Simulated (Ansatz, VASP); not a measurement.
**SiC: VASP beside Ansatz**

Contents of INCAR:

```
PREC = Accurate
ENCUT = 520
EDIFF = 1E-7
ISMEAR = -1
SIGMA = 0.08
LREAL = F
LASPH = T
NELM = 100
ALGO = Normal
ISIF = 2
LWAVE = F
LCHARG = F
GGA = PE
NBANDS = 16
```

Contents of KPOINTS:

```
Automatic mesh
0
Gamma
  15 15 8
```

Contents of POSCAR:

```
SiC
1.0
    3.0759982064      0.0153799910      0.0153799910
   -1.5246796403      2.6562025933      0.0056294674
    0.0252400000      0.0252400000      5.0480000000
Si C
2 2
Direct
    0.3333333333      0.6666666667      0.0000000000
    0.6666666667      0.3333333333      0.5000000000
    0.3333333333      0.6666666667      0.3850000000
    0.6666666667      0.3333333333      0.8850000000
```

Input for Ansatz:

```yaml
crystal:
  lattice:
    - [3.0759982064, 0.015379991, 0.015379991]
    - [-1.5246796403, 2.6562025933, 0.0056294674]
    - [0.02524, 0.02524, 5.048]
  atoms:
    - { symbol: Si, position: [0.3333333333, 0.6666666667, 0.0] }
    - { symbol: Si, position: [0.6666666667, 0.3333333333, 0.5] }
    - { symbol: C, position: [0.3333333333, 0.6666666667, 0.385] }
    - { symbol: C, position: [0.6666666667, 0.3333333333, 0.885] }
kpoints:
  mp_grid: { grid: [15, 15, 8] }
  band_path:
    path:
      - [0.0, 0.0, 0.0]
      - [0.0, -0.5, 0.0]
      - [0.0, 0.0, 0.5]
      - [0.0, 0.0, 0.0]
      - [-0.5, 0.0, 0.0]
      - [-0.5, 0.5, -0.5]
      - [0.0, 0.0, 0.0]
      - [-0.5, 0.0, -0.5]
      - [-0.5, 0.5, 0.0]
    npoints: 5
scf:
  occupations: { method: fermi_dirac, width: 0.08 }
hamiltonian:
  xc: pbe
  pseudopotentials: { kind: all_electron, lapw: { basis_error: 0.001 } }
output:
  forces: true
  stress: true
  eigenvalues: true
```

Change from the starting cell: equal xy, yz and zx shear strains of +1 %.

Alike in both runs: task single point; functional PBE; k mesh 15 × 15 × 8; occupations fermi-dirac, width 0.08 eV; no spin polarisation.

```csv
,VASP,Ansatz
version,VASP 6.6.1,Ansatz 0.2.0
potentials or method,"VASP PAW PBE potentials, release 64 (Si, C), cutoff 520 eV","all-electron LAPW, scalar-relativistic"
```

```tsv
	VASP	Ansatz	Ansatz less VASP
pressure (GPa)	3.7	3.7	+0.07
traceless stress, the component that is largest in VASP (GPa)	-3.24	-3.23	+0.009
rms of the force components (eV/Å)	0.442	0.442	-0.0003
```

Atom by atom the forces differ by 0.000 eV/Å (rms over components). Ansatz ran all-electron here, and VASP with PAW potentials.
